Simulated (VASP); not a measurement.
Here is a VASP 6.6.1 calculation.

The input INCAR:

```
SYSTEM = Al
  PREC = Accurate
  ENCUT = 520
  EDIFF = 1E-7
  ISMEAR = 0
  SIGMA = 0.15
  LREAL = .FALSE.
  LASPH = .TRUE.
  NELM = 60
  ALGO = Fast
  ISIF = 2
  LWAVE = .FALSE.
  LCHARG = .FALSE.
  GGA = PE
  IVDW = 12
  NBANDS = 14
```

KPOINTS

```
Automatic mesh
0
G
  18 18 4
  0 0 0
```

The input POSCAR:

```
Al
1.0
    2.8144222650      0.0000000000      0.0000000000
   -1.4072111325      2.4373611785      0.0000000000
    0.0000000000      0.0000000000      9.2410470710
Al
4
Direct
    0.0000000000      0.0000000000      0.0000000000
    0.3620529177      0.7241058354      0.2500000000
    0.0000000000      0.0000000000      0.5000000000
    0.6666666667      0.3333333333      0.7500000000
```

Potentials or basis: VASP PAW PBE potentials, release 64 (Al).

Command:

```console
$ cat potpaw_PBE.64/Al/POTCAR > POTCAR
$ mpirun -np 1 vasp_std > vasp.out
```

Estimate the band gap on the k mesh.

zero (band 6 reaches 12.38 eV, above the bottom of band 7 at 6.82 eV).

What does it give for the dispersion energy per atom?

-0.351 eV.

Forces on the atoms (eV/Å):
```
Al   0.000  0.068 -0.019
Al   0.000 -0.152  0.000
Al   0.000  0.068  0.019
Al   0.000  0.016  0.000
```

Caveat: the cell differs from its parent crystal (atom 2 (Al) moved by +0.140 Å along [1 2 0] and +0.000 Å along [0 0 1]).
